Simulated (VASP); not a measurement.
# Ni (Fm-3m) in VASP: a series of runs, part 3 of 3

VASP 6.6.1. The steps go on from the part before.

### Step 5. Single point, PBE, collinear spin, ferromagnetic start

INCAR reads:

```
SYSTEM = Ni
  PREC = Accurate
  ENCUT = 520
  EDIFF = 1E-6
  ISMEAR = -1
  SIGMA = 0.1
  LREAL = .False.
  LASPH = .True.
  NELM = 150
  ALGO = Normal
  ISIF = 2
  LWAVE = .False.
  LCHARG = .False.
  ISPIN = 2
  MAGMOM = 1.21
  LORBIT = 11
  NUPDOWN = 1.21
  LMAXMIX = 4
  GGA = PE
  NBANDS = 15
```

KPOINTS reads:

```
Automatic mesh
0
Gamma
  12 12 12
  0 0 0
```

POSCAR reads:

```
Ni
1.0
    0.0000000000      1.7673500000      1.7673500000
    1.7673500000      0.0000000000      1.7673500000
    1.7673500000      1.7673500000      0.0000000000
Ni
1
Direct
    0.0000000000      0.0000000000      0.0000000000
```

Potentials or basis: VASP PAW PBE potentials, release 64 (Ni).

On the command line:

```
> cat potpaw_PBE.64/Ni/POTCAR > POTCAR
> mpirun -np 1 vasp_std > vasp.out
```

OUTCAR:

```text
SYSTEM = Ni
   PREC = Accurate
   ENCUT = 520
   EDIFF = 1E-6
   ISMEAR = -1
   LREAL = .False.
   LASPH = .True.
   NELM = 150
   ISIF = 2
   ISPIN = 2
   LORBIT = 11
   NUPDOWN = 1.21
   GGA = PE

 ion  position               nearest neighbor table
   1  0.000  0.000  0.000-

  LATTYP: Found a face centered cubic cell.
 ALAT       =     3.5347000000

  Lattice vectors:

 A1 = (   0.0000000000,   1.7673500000,   1.7673500000)
 A2 = (   1.7673500000,   0.0000000000,   1.7673500000)
[... 1071 lines left out ...]
  -------------------------------------------------------------------------------------
  Total        0.2603117      0.2603117      0.2603117      0.0000000      0.0000000     -0.0000000
  in kB       37.7751803     37.7751803     37.7751803      0.0000000      0.0000000     -0.0000000
  external PRESSURE =      37.7751803 kB  Pullay stress =       0.0000000 kB

 VOLUME and BASIS-vectors are now :
 -----------------------------------------------------------------------------
  energy-cutoff  :      520.00
  volume of cell :       11.04
      direct lattice vectors                 reciprocal lattice vectors
     0.000000000  1.767350000  1.767350000    -0.282909441  0.282909441  0.282909441
     1.767350000  0.000000000  1.767350000     0.282909441 -0.282909441  0.282909441
     1.767350000  1.767350000  0.000000000     0.282909441  0.282909441 -0.282909441

 POSITION                                       TOTAL-FORCE (eV/Angst)
 -----------------------------------------------------------------------------------
      0.00000      0.00000      0.00000        -0.000000     -0.000000     -0.000000
 -----------------------------------------------------------------------------------
    total drift:                               -0.000000     -0.000000     -0.000000

  FREE ENERGIE OF THE ION-ELECTRON SYSTEM (eV)
  ---------------------------------------------------
  free  energy   TOTEN  =        -5.2454111080 eV

  energy  without entropy=       -5.1984293145  energy(sigma->0) =       -5.22192021

 total charge

# of ion       s       p       d       tot
------------------------------------------
    1        0.512   0.532   8.218   9.262

 magnetization (x)

# of ion       s       p       d       tot
------------------------------------------
    1        0.021   0.042   1.121   1.184
```

OSZICAR:

```text
N       E                     dE             d eps       ncg     rms          rms(c)
DAV:   1     0.348397848966E+02    0.34840E+02   -0.41935E+03  4510   0.854E+02
DAV:   2    -0.487770033723E+01   -0.39717E+02   -0.36650E+02  4887   0.165E+02
DAV:   3    -0.641339714167E+01   -0.15357E+01   -0.15243E+01  5391   0.320E+01
DAV:   4    -0.642242110705E+01   -0.90240E-02   -0.90229E-02  5203   0.236E+00
DAV:   5    -0.642253132927E+01   -0.11022E-03   -0.11022E-03  5494   0.231E-01    0.106E+01
DAV:   6    -0.551125922461E+01    0.91127E+00   -0.13259E+01  6238   0.426E+01    0.620E+00
DAV:   7    -0.526337210578E+01    0.24789E+00   -0.15473E+00  5575   0.139E+01    0.243E+00
DAV:   8    -0.525103718367E+01    0.12335E-01   -0.12586E-02  5129   0.742E-01    0.134E+00
DAV:   9    -0.524599102750E+01    0.50462E-02   -0.30860E-03  6662   0.412E-01    0.265E-01
DAV:  10    -0.524541107658E+01    0.57995E-03   -0.16599E-03  6720   0.282E-01    0.319E-02
DAV:  11    -0.524540995103E+01    0.11256E-05   -0.17707E-05  4869   0.441E-02    0.321E-02
DAV:  12    -0.524541153144E+01   -0.15804E-05   -0.25339E-06  5663   0.149E-02    0.670E-03
DAV:  13    -0.524541110802E+01    0.42343E-06   -0.53915E-07  3645   0.727E-03
   1 F= -.52454111E+01 E0= -.52219202E+01  d E =-.469818E-01  mag=     1.2100
```

stdout:

```text
POSCAR found type information on POSCAR Ni
 POSCAR found :  1 types and       1 ions
 scaLAPACK will be used
 LDA part: xc-table for (Slater+PW92), standard interpolation
 POSCAR, INCAR and KPOINTS ok, starting setup
 FFT: planning ... GRIDC
 FFT: planning ... GRID_SOFT
 FFT: planning ... GRID
 WAVECAR not read
 entering main loop
```

Run time: 23 s. Hardware: 1 thread of AMD EPYC 7R13 (Zen 3), shared host; peak memory 0.11 GiB.

Results:

| Quantity | Value |
| --- | --- |
| Free energy | -5.2454 eV |
| Pressure | 3.8 GPa |
| Net moment | 1.21 μB per cell |
| Site moments | Ni +1.18 μB |
| Valence electrons inside the program's atomic spheres | Ni 9.26 |

Caveat: the total moment is fixed, so each spin has its own Fermi level.

### Step 6. Single point, PBE, collinear spin, ferromagnetic start

INCAR reads:

```
SYSTEM = Ni
PREC     = Accurate       ! precision mode
ENCUT    = 520            ! plane-wave cutoff, eV
EDIFF    = 1E-6           ! SCF threshold, eV
ISMEAR   = -1             ! smearing method
SIGMA    = 0.1            ! smearing width, eV
LREAL    = .False.        ! projectors in reciprocal space
LASPH    = .True.         ! aspherical terms in the spheres
NELM     = 150            ! most SCF steps
ALGO     = Normal         ! electronic algorithm
ISIF     = 2              ! what is computed and relaxed
LWAVE    = .False.        ! write WAVECAR
LCHARG   = .False.        ! write CHGCAR
ISPIN    = 2              ! spin polarisation
MAGMOM   = 1.69           ! initial moments
LORBIT   = 11             ! projections on sites
NUPDOWN  = 1.69           ! fixed moment
LMAXMIX  = 4              ! l up to which the mixer works
GGA      = PE             ! functional
NBANDS   = 15             ! bands
```

KPOINTS reads:

```
regular mesh
0
Gamma
  12 12 12
  0 0 0
```

POSCAR is that of step 5.

Potentials or basis: VASP PAW PBE potentials, release 64 (Ni).

On the command line:

```
> cat potpaw_PBE.64/Ni/POTCAR > POTCAR
> mpirun -np 1 vasp_std > vasp.out
```

Wall time 23 s (1 thread of AMD EPYC 7R13 (Zen 3), shared host); peak memory 0.11 GiB.

It converged, with:

| Quantity | Value |
| --- | --- |
| Free energy | -4.5457 eV |
| Pressure | 13.5 GPa |
| Net moment | 1.69 μB per cell |
| Site moments | Ni +1.60 μB |
| Valence electrons inside the program's atomic spheres | Ni 9.23 |

Caveat: the total moment is fixed, so each spin has its own Fermi level.

### Step 7. Single point, PBE, collinear spin, ferromagnetic start

INCAR reads:

```
PREC = Accurate
ENCUT = 520
EDIFF = 1E-6
ISMEAR = -1
SIGMA = 0.1
LREAL = F
LASPH = T
NELM = 150
ALGO = Normal
ISIF = 2
LWAVE = F
LCHARG = F
ISPIN = 2
MAGMOM = 0.2
LORBIT = 11
LMAXMIX = 4
GGA = PE
NBANDS = 15
```

KPOINTS reads:

```
Automatic mesh
0
Gamma
  12 12 12
```

POSCAR is that of step 6.

Potentials or basis: VASP PAW PBE potentials, release 64 (Ni).

On the command line:

```
> cat potpaw_PBE.64/Ni/POTCAR > POTCAR
> mpirun -np 1 vasp_std > vasp.out
```

OUTCAR:

```text
PREC = Accurate
   ENCUT = 520
   EDIFF = 1E-6
   ISMEAR = -1
   LREAL = F
   LASPH = T
   NELM = 150
   ISIF = 2
   ISPIN = 2
   LORBIT = 11
   GGA = PE

 ion  position               nearest neighbor table
   1  0.000  0.000  0.000-

  LATTYP: Found a face centered cubic cell.
 ALAT       =     3.5347000000

  Lattice vectors:

 A1 = (   0.0000000000,   1.7673500000,   1.7673500000)
 A2 = (   1.7673500000,   0.0000000000,   1.7673500000)
 A3 = (   1.7673500000,   1.7673500000,   0.0000000000)

Analysis of symmetry for initial positions (statically):
[... 1068 lines left out ...]
  -------------------------------------------------------------------------------------
  Total       -0.1527255     -0.1527255     -0.1527255      0.0000000      0.0000000      0.0000000
  in kB      -22.1627859    -22.1627859    -22.1627859      0.0000000      0.0000000      0.0000000
  external PRESSURE =     -22.1627859 kB  Pullay stress =       0.0000000 kB

 VOLUME and BASIS-vectors are now :
 -----------------------------------------------------------------------------
  energy-cutoff  :      520.00
  volume of cell :       11.04
      direct lattice vectors                 reciprocal lattice vectors
     0.000000000  1.767350000  1.767350000    -0.282909441  0.282909441  0.282909441
     1.767350000  0.000000000  1.767350000     0.282909441 -0.282909441  0.282909441
     1.767350000  1.767350000  0.000000000     0.282909441  0.282909441 -0.282909441

 POSITION                                       TOTAL-FORCE (eV/Angst)
 -----------------------------------------------------------------------------------
      0.00000      0.00000      0.00000        -0.000000      0.000000      0.000000
 -----------------------------------------------------------------------------------
    total drift:                               -0.000000     -0.000000     -0.000000

  FREE ENERGIE OF THE ION-ELECTRON SYSTEM (eV)
  ---------------------------------------------------
  free  energy   TOTEN  =        -5.4967153635 eV

  energy  without entropy=       -5.4411470915  energy(sigma->0) =       -5.46893123

 total charge

# of ion       s       p       d       tot
------------------------------------------
    1        0.492   0.485   8.307   9.284

 magnetization (x)

# of ion       s       p       d       tot
------------------------------------------
    1       -0.006  -0.024   0.678   0.648
```

OSZICAR:

```text
N       E                     dE             d eps       ncg     rms          rms(c)
DAV:   1     0.341274437644E+02    0.34127E+02   -0.42068E+03  4502   0.852E+02
DAV:   2    -0.496393037823E+01   -0.39091E+02   -0.36329E+02  4873   0.165E+02
DAV:   3    -0.649999851114E+01   -0.15361E+01   -0.15162E+01  5349   0.319E+01
DAV:   4    -0.650910023225E+01   -0.91017E-02   -0.91006E-02  5217   0.237E+00
DAV:   5    -0.650921308227E+01   -0.11285E-03   -0.11285E-03  5501   0.233E-01    0.963E+00
DAV:   6    -0.584743649115E+01    0.66178E+00   -0.13992E+01  6238   0.403E+01    0.603E+00
DAV:   7    -0.550011881347E+01    0.34732E+00   -0.25629E+00  5715   0.155E+01    0.197E+00
DAV:   8    -0.549813240991E+01    0.19864E-02   -0.52959E-02  5370   0.161E+00    0.821E-01
DAV:   9    -0.549686351741E+01    0.12689E-02   -0.10231E-02  6328   0.680E-01    0.276E-01
DAV:  10    -0.549664517297E+01    0.21834E-03   -0.38155E-04  6641   0.133E-01    0.116E-01
DAV:  11    -0.549670134450E+01   -0.56172E-04   -0.66589E-04  5860   0.215E-01    0.589E-02
DAV:  12    -0.549671546747E+01   -0.14123E-04   -0.64338E-05  5890   0.629E-02    0.133E-02
DAV:  13    -0.549671536346E+01    0.10401E-06   -0.56786E-07  3976   0.673E-03
   1 F= -.54967154E+01 E0= -.54689312E+01  d E =-.555683E-01  mag=     0.6351
```

stdout:

```text
POSCAR found type information on POSCAR Ni
 POSCAR found :  1 types and       1 ions
 scaLAPACK will be used
 LDA part: xc-table for (Slater+PW92), standard interpolation
 POSCAR, INCAR and KPOINTS ok, starting setup
 FFT: planning ... GRIDC
 FFT: planning ... GRID_SOFT
 FFT: planning ... GRID
 WAVECAR not read
 entering main loop
```

Wall time 22 s (1 thread of AMD EPYC 7R13 (Zen 3), shared host); peak memory 0.11 GiB.

Results:

```
Free energy                                           : -5.4967 eV
Pressure                                              : -2.2 GPa
Net moment                                            : 0.63 μB per cell
Site moments                                          : Ni +0.65 μB
Valence electrons inside the program's atomic spheres : Ni 9.28
```

### Step 8. Summary

| fixed moment (μB) | pressure (GPa) | moment (μB) |
| --- | --- | --- |
| 1.94 | 21.2 | 1.94 |
| 0.24 | -3.2 | 0.24 |
| 0.73 | -1.5 | 0.73 |
| 1.21 | 3.8 | 1.21 |
| 1.69 | 13.5 | 1.69 |
| - | -2.2 | 0.63 |

Alike in all rows: task single point; level PBE; potentials or basis VASP PAW PBE potentials, release 64 (Ni); spin collinear, ferromagnetic start; cell as given; k mesh 12 × 12 × 12; cutoff (eV) 520; smearing fermi-dirac 0.1 eV.

Caveats: the total moment is fixed, so each spin has its own Fermi level (some runs).

Absolute energies hang on the potentials; compare differences alone.
